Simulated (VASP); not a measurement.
# Pd (P6_3/mmc) in VASP: further runs

Runs on Pd. Level: PBEsol. Tasks: relaxation of cell and atoms, single point.

All numbers are computed with VASP 6.6.1; they aren't measurements. Logs are shortened: lines on timing, memory, paths and dates and some standing lists are left out, and cuts for length are marked.

**1. The cell of the first run**

It takes space group P6_3/mmc (No. 194, hexagonal). The conventional cell has a = 2.711 Å, b = 2.711 Å, c = 8.950 Å, α = 90.00°, β = 90.00°, γ = 120.00°. Pd (site symmetry -3m) has 12 Pd at 2.71 to 2.73 Å within 3.6 Å. Within 3.6 Å of Pd (site symmetry -6m2) lie 12 Pd at 2.71 to 2.73 Å.

**2. Relaxation of cell and atoms, PBEsol, target pressure 5 GPa, at which the enthalpy is minimised**

The input, INCAR:

```
PREC = Accurate
ENCUT = 600
EDIFF = 1E-7
ISMEAR = 0
SIGMA = 0.1
LREAL = False
LASPH = True
NELM = 100
ALGO = Normal
ISIF = 3
LWAVE = False
LCHARG = False
GGA = PS
IBRION = 2
NSW = 70
EDIFFG = -0.008
PSTRESS = 50.0
```

The input, KPOINTS:

```
Automatic mesh
0
Gamma
  18 18 6
```

The input, POSCAR:

```
Pd
1.0
    2.7108191710      0.0000000000      0.0000000000
   -1.3554095855      2.3476382671      0.0000000000
    0.0000000000      0.0000000000      8.9499008680
Pd
4
Direct
    0.0000000000      0.0000000000      0.0000000000
    0.3333333333      0.6666666667      0.2500000000
    0.0000000000      0.0000000000      0.5000000000
    0.6666666667      0.3333333333      0.7500000000
```

Potentials or basis: VASP PAW PBE potentials, release 64 (Pd).

Launch:

```sh
cat potpaw_PBE.64/Pd/POTCAR > POTCAR
mpirun -np 1 vasp_std > vasp.out
```

OUTCAR:

```text
PREC = Accurate
   ENCUT = 600
   EDIFF = 1E-7
   ISMEAR = 0
   LREAL = False
   LASPH = True
   NELM = 100
   ISIF = 3
   GGA = PS
   IBRION = 2
   NSW = 70
   EDIFFG = -0.008
   PSTRESS = 50.0

 ion  position               nearest neighbor table
   1  0.000  0.000  0.000-   2 2.73   4 2.73   2 2.73   4 2.73   4 2.73   2 2.73
   2  0.333  0.667  0.250-   1 2.73   3 2.73   1 2.73   3 2.73   1 2.73   3 2.73
   3  0.000  0.000  0.500-   2 2.73   4 2.73   2 2.73   4 2.73   4 2.73   2 2.73
   4  0.667  0.333  0.750-   1 2.73   3 2.73   1 2.73   3 2.73   1 2.73   3 2.73

  LATTYP: Found a hexagonal cell.
 ALAT       =     2.7108191710
 C/A-ratio  =     3.3015484632

  Lattice vectors:

 A1 = (   2.7108191710,   0.0000000000,   0.0000000000)
 A2 = (  -1.3554095855,   2.3476382671,   0.0000000000)
 A3 = (   0.0000000000,   0.0000000000,   8.9499008680)

Analysis of symmetry for initial positions (statically):
=====================================================================
 Subroutine PRICEL returns:
 Original cell was already a primitive cell.

 Routine SETGRP: Setting up the symmetry group for a
 hexagonal supercell.

 Subroutine GETGRP returns: Found 24 space group operations
 (whereof 12 operations were pure point group operations)
 out of a pool of 24 trial point group operations.

The static configuration has the point symmetry D_3d.
 The point group associated with its full space group is D_6h.

Analysis of symmetry for dynamics (positions and initial velocities):
=====================================================================
 Subroutine PRICEL returns:
 Original cell was already a primitive cell.

 Routine SETGRP: Setting up the symmetry group for a
 hexagonal supercell.

 Subroutine GETGRP returns: Found 24 space group operations
 (whereof 12 operations were pure point group operations)
 out of a pool of 24 trial point group operations.

The dynamic configuration has the point symmetry D_3d.
 The point group associated with its full space group is D_6h.

 Subroutine INISYM returns: Found 24 space group operations
 (whereof 12 operations are pure point group operations),
 and found     1 'primitive' translations

----------------------------------------------------------------------------------------

                                     Primitive cell

  volume of cell :      56.9574

  direct lattice vectors                    reciprocal lattice vectors
     2.710819171  0.000000000  0.000000000     0.368892182  0.212980001  0.000000000
    -1.355409585  2.347638267  0.000000000     0.000000000  0.425960002  0.000000000
     0.000000000  0.000000000  8.949900868     0.000000000  0.000000000  0.111733081

  length of vectors
     2.710819171  2.710819171  8.949900868     0.425960002  0.425960002  0.111733081

  position of ions in fractional coordinates (direct lattice)
     0.000000000  0.000000000  0.000000000
     0.333333333  0.666666667  0.250000000
     0.000000000  0.000000000  0.500000000
     0.666666667  0.333333333  0.750000000

  ion indices of the primitive-cell ions
   primitive index   ion index
                 1           1
                 2           2
                 3           3
                 4           4

----------------------------------------------------------------------------------------

 KPOINTS: Automatic mesh

Automatic generation of k-mesh.
 Grid dimensions read from file:
 generate k-points for:   18   18    6

 Generating k-lattice:

  Cartesian coordinates                     Fractional coordinates (reciprocal lattice)
     0.020494010  0.011832222  0.000000000     0.055555556  0.000000000  0.000000000
     0.000000000  0.023664445  0.000000000     0.000000000  0.055555556  0.000000000
     0.000000000  0.000000000  0.018622180     0.000000000  0.000000000  0.166666667

  Length of vectors
     0.023664445  0.023664445  0.018622180

  Shift w.r.t. Gamma in fractional coordinates (k-lattice)
     0.000000000  0.000000000  0.000000000

 Subroutine IBZKPT returns following result:
 ===========================================

 Found    148 irreducible k-points:

 Following reciprocal coordinates:
            Coordinates               Weight
  0.000000  0.000000  0.000000      1.000000
  0.055556  0.000000  0.000000      6.000000
  0.111111  0.000000  0.000000      6.000000
  0.166667 -0.000000  0.000000      6.000000
  0.222222  0.000000  0.000000      6.000000
  0.277778  0.000000  0.000000      6.000000
[... 16 lines left out ...]
  0.333333  0.111111  0.000000     12.000000
  0.388889  0.111111  0.000000     12.000000
 [... further k-points ...]
   k-points           NKPTS =    148   k-points in BZ     NKDIM =    148   number of bands    NBANDS=     24
   number of dos      NEDOS =    301   number of ions     NIONS =      4
   total plane-waves  NPLWV =  41472
   dimension x,y,z NGX =    24 NGY =   24 NGZ =   72
   dimension x,y,z NGXF=    48 NGYF=   48 NGZF=  144
   ions per type =               4
   NGX,Y,Z   is equivalent  to a cutoff of  14.72, 14.72, 13.37 a.u.
   NGXF,Y,Z  is equivalent  to a cutoff of  29.44, 29.44, 26.75 a.u.
 SYSTEM =  unknown system
   PREC   = accura    normal or accurate (medium, high low for compatibility)
   ISTART =      0    job   : 0-new  1-cont  2-samecut
   ICHARG =      2    charge: 1-file 2-atom 10-const
   ISPIN  =      1    spin polarized calculation?
   LNONCOLLINEAR =      F non collinear calculations
   LSORBIT =      F    spin-orbit coupling
   LASPH  =      T    aspherical Exc in radial PAW
   ENCUT  =  600.0 eV  44.10 Ry    6.64 a.u.   5.41  5.41 17.88*2*pi/ulx,y,z
   NELM   =    100;   NELMIN=  2; NELMDL= -5     # of ELM steps
   EDIFF  = 0.1E-06   stopping-criterion for ELM
   LREAL  =      F    real-space projection
   EDIFFG = -.8E-02   stopping-criterion for IOM
   NSW    =     70    number of steps for IOM
   IBRION =      2    ionic relax: 0-MD 1-quasi-New 2-CG
   NFREE  =      1    steps in history (QN), initial steepest desc. (CG)
   ISIF   =      3    stress and relaxation
   ISYM   =      2    0-nonsym 1-usesym 2-fastsym
   POTIM  = 0.5000    time-step for ionic-motion
   TEBEG  =    0.0;   TEEND  =   0.0 temperature during run
   PSTRESS=   50.0 pullay stress
   NELECT =      40.0000    total number of electrons
   NUPDOWN=      -1.0000    fix difference up-down
   EMIN   =  10.00;   EMAX   =-10.00  energy-range for DOS
   EFERMI =   0.00;   METHOD = LEGACY
   ISMEAR =     0;   SIGMA  =   0.10  broadening in eV -4-tet -1-fermi 0-gaus
   EFERMI_NEDOS =   21; number of points for ismear=-14 and -15
   IALGO  =     38    algorithm
   IMIX   =      4    mixing-type and parameters
     AMIX     =   0.40;   BMIX     =  1.00
     AMIX_MAG =   1.60;   BMIX_MAG =  1.00
  volume/ion in A,a.u.               =      14.24        96.09
  Fermi-wavevector in a.u.,A,eV,Ry     =   1.455163  2.749858 28.810310  2.117498
  Thomas-Fermi vector in A             =   2.572229
   LORBIT       =      0    0 simple, 1 ext, 2 COOP (PROOUT), +10 PAW based schemes
   GGA     = PS    functional components
   LHFCALC =     F    Hartree Fock is set to
   AEXX    =    0.0000 exact exchange contribution
   IVDW    =     0    specifies the selected vdW correction
   LEPSILON=     F    determine dielectric tensor
   LRPA    =     F    only Hartree local field effects (RPA)
 conjugate gradient relaxation of ions
 non-spin polarized calculation
 Gauss-broadening in eV      SIGMA  =   0.10
  energy-cutoff  :      600.00
  volume of cell :       56.96
 maximum number of plane-waves:      1944
 NGX is ok and might be reduce to    24
   NGX = 11   NGY = 11   NGZ = 35

--------------------------------------- Ionic step        1  -------------------------------------------

 number of electron      40.0000000 magnetization

 Free energy of the ion-electron system (eV)
  ---------------------------------------------------
  ext. energy  EPLUGINS =         0.00000000
  ---------------------------------------------------
  free energy    TOTEN  =       -23.78610172 eV

  energy without entropy =      -23.73977810  energy(sigma->0) =      -23.76293991

------------------------ aborting loop because EDIFF is reached ----------------------------------------

  FORCE on cell =-STRESS in cart. coord.  units (eV):
  Direction    XX          YY          ZZ          XY          YZ          ZX
  --------------------------------------------------------------------------------------
  -------------------------------------------------------------------------------------
  Total        1.6821912      1.6821912      1.6481090     -0.0000000      0.0000000      0.0000000
  in kB       47.3190457     47.3190457     46.3603350     -0.0000000      0.0000000      0.0000000
  external PRESSURE =      -3.0005245 kB  Pullay stress =      50.0000000 kB
[... 65 lines left out ...]
  enthalpy is  TOTEN    =       -22.0084185370 eV   P V=        1.7706475380

--------------------------------------- Ionic step        3  -------------------------------------------

 number of electron      40.0000001 magnetization

 Free energy of the ion-electron system (eV)
  ---------------------------------------------------
  ext. energy  EPLUGINS =         0.00000000
  ---------------------------------------------------
  free energy    TOTEN  =       -23.78375745 eV

  energy without entropy =      -23.73752289  energy(sigma->0) =      -23.76064017

 E-fermi :  10.2738     XC(G=0): -13.6076

 val. band max:       10.2726587253   @ k =   0.4444   0.0000   0.1667
 cond. band min:      10.2766035777   @ k =   0.5000  -0.0000   0.0000
 fundamental gap:      0.0039448524
 Fermi energy:        10.2737712105

 k-point     1 :       0.0000    0.0000    0.0000
  band No.  band energies     occupation
      1       2.7230      2.00000
      2       4.4244      2.00000
      3       4.4330      2.00000
      4       4.6108      2.00000
      5       7.1339      2.00000
      6       7.1607      2.00000
[... 637 lines left out ...]
     23      13.5977      0.00000
     24      16.2484      0.00000

 [... further k-points ...]
[... 5 lines left out ...]
  --------------------------------------------------------------------------------------
  -------------------------------------------------------------------------------------
  Total        1.7869727      1.7869727      1.7610509     -0.0000000      0.0000000      0.0000000
  in kB       50.3350091     50.3350091     49.6048494     -0.0000000      0.0000000      0.0000000
  external PRESSURE =       0.0916225 kB  Pullay stress =      50.0000000 kB
[... 19 lines left out ...]
  FREE ENERGIE OF THE ION-ELECTRON SYSTEM (eV)
  ---------------------------------------------------
  free  energy   TOTEN  =       -23.7837574535 eV

  energy  without entropy=      -23.7375228870  energy(sigma->0) =      -23.76064017

  enthalpy is  TOTEN    =       -22.0086780599 eV   P V=        1.7750793935

 reached required accuracy - stopping structural energy minimisation
```

It took 8.1 min on 1 thread of AMD EPYC 7R43 (Zen 3), shared host; peak memory 0.3 GiB.

What came out:

```
Free energy                                            : -23.7838 eV
Relaxed volume                                         : 14.22 Å³/atom
Relaxed cell                                           : a = 2.710 Å, b = 2.710 Å, c = 8.945 Å, α = 90.00°, β = 90.00°, γ = 120.00°
Space group after relaxing (to 0.05 Å)                 : P6_3/mmc (No. 194)
Energy change on relaxing (the enthalpy is what falls) : +0.6 meV/atom
Ionic steps                                            : 3
Pressure after relaxing                                : 5.0 GPa
```

The path:
```
step  energy change (eV)  largest force (eV/Å)  pressure (GPa)  volume (Å³)
   1              0.0000                0.0000            4.70        56.96
   2              0.0070                0.0000            5.59        56.74
   3              0.0023                0.0000            5.01        56.88
```

Final structure:
```
Pd
1.0
     2.70972    0.00000    0.00000
    -1.35486    2.34669    0.00000
     0.00000    0.00000    8.94497
Pd
4
Direct
  0.00000 0.00000 0.00000
  0.33333 0.66667 0.25000
  0.00000 0.00000 0.50000
  0.66667 0.33333 0.75000
```

Levels at points of the mesh, in eV from the Fermi level:
```csv
k point,band 16,band 17,band 18,band 19,band 20,band 21,band 22,band 23,band 24
"(0.00, 0.00, 0.00)",-1.61,-1.61,-1.13,-1.13,-0.75,-0.75,-0.13,-0.13,0.72
"(0.50, 0.00, 0.00)",0.01,0.09,0.19,0.21,0.22,1.30,2.28,3.79,4.26
"(0.00, 0.00, 0.50)",-1.38,-1.38,-1.38,-1.14,-1.14,-0.40,-0.40,-0.40,-0.40
"(0.50, 0.00, 0.50)",-0.55,0.03,0.03,0.19,0.19,2.46,2.46,3.88,3.88
```

Caveat: the cell is relaxed towards a set pressure, so the enthalpy falls and the energy may rise; the bands computed are all filled at some k points, so no gap is given; the PAW data sets were made with another functional, which shifts forces and pressure a little.

**3. Single point, PBEsol, collinear spin, ferromagnetic start**

This run uses another cell than the first one, of 14.58 Å³/atom, 1.024 times its volume.

The input, INCAR:

```
SYSTEM = Pd
ALGO     = Normal         ! electronic algorithm
EDIFF    = 1E-6           ! SCF threshold, eV
ENCUT    = 520            ! plane-wave cutoff, eV
GGA      = PS             ! functional
ISIF     = 2              ! what is computed and relaxed
ISMEAR   = 0              ! smearing method
ISPIN    = 2              ! spin polarisation
LASPH    = .True.         ! aspherical terms in the spheres
LCHARG   = .False.        ! write CHGCAR
LMAXMIX  = 4              ! l up to which the mixer works
LORBIT   = 11             ! projections on sites
LREAL    = .False.        ! projectors in reciprocal space
LWAVE    = .False.        ! write WAVECAR
MAGMOM   = 0.46 0.45 0.46 0.45 ! initial moments
NBANDS   = 32             ! bands
NELM     = 150            ! most SCF steps
PREC     = Accurate       ! precision mode
SIGMA    = 0.1            ! smearing width, eV
```

The input, KPOINTS:

```
k-points
0
Gamma
  18 18 6
  0 0 0
```

The input, POSCAR:

```
Pd
1.0
    2.7323252840      0.0000000000      0.0000000000
   -1.3661626420      2.3662631073      0.0000000000
    0.0000000000      0.0000000000      9.0195305435
Pd
4
Direct
    0.0000000000      0.0000000000      0.0000000000
    0.3333333333      0.6666666667      0.2500000000
    0.0000000000      0.0000000000      0.5000000000
    0.6666666667      0.3333333333      0.7500000000
```

Potentials or basis: VASP PAW PBE potentials, release 64 (Pd).

Launch:

```sh
cat potpaw_PBE.64/Pd/POTCAR > POTCAR
mpirun -np 1 vasp_std > vasp.out
```

It took 17 min on 1 thread of Intel Xeon Platinum 8488C (Sapphire Rapids), shared host; peak memory 0.45 GiB.

Results (log left out):

```
Free energy                                           : -23.8037 eV
Pressure                                              : -0.3 GPa
Band gap on the k mesh                                : zero (filled and empty bands overlap)
Net moment                                            : 0.02 μB per cell
Valence electrons inside the program's atomic spheres : Pd 9.45
```

Levels at points of the mesh, in eV from the Fermi level:
Spin up:
| k point | band 16 | band 17 | band 18 | band 19 | band 20 | band 21 | band 22 | band 23 | band 24 | band 25 |
| --- | --- | --- | --- | --- | --- | --- | --- | --- | --- | --- |
| (0.00, 0.00, 0.00) | -1.55 | -1.55 | -1.08 | -1.08 | -0.72 | -0.72 | -0.13 | -0.13 | 0.78 | 7.17 |
| (0.50, 0.00, 0.00) | 0.01 | 0.08 | 0.18 | 0.20 | 0.21 | 1.34 | 2.30 | 3.72 | 4.18 | 7.96 |
| (0.00, 0.00, 0.50) | -1.33 | -1.33 | -1.33 | -1.06 | -1.06 | -0.38 | -0.38 | -0.38 | -0.38 | 9.83 |
| (0.50, 0.00, 0.50) | -0.53 | 0.02 | 0.02 | 0.18 | 0.18 | 2.44 | 2.44 | 3.83 | 3.83 | 8.13 |
Spin down:
```
           k point  band 18  band 19  band 20  band 21  band 22  band 23
(0.00, 0.00, 0.00)    -1.08    -1.08    -0.72    -0.72    -0.13    -0.13
(0.50, 0.00, 0.00)     0.18     0.20     0.21     1.34     2.30     3.72
(0.00, 0.00, 0.50)    -1.32    -1.06    -1.06    -0.38    -0.38    -0.38
(0.50, 0.00, 0.50)     0.03     0.18     0.18     2.44     2.44     3.83
```

Caveat: the PAW data sets were made with another functional, which shifts forces and pressure a little.

(Continued in part 2 of 2.)
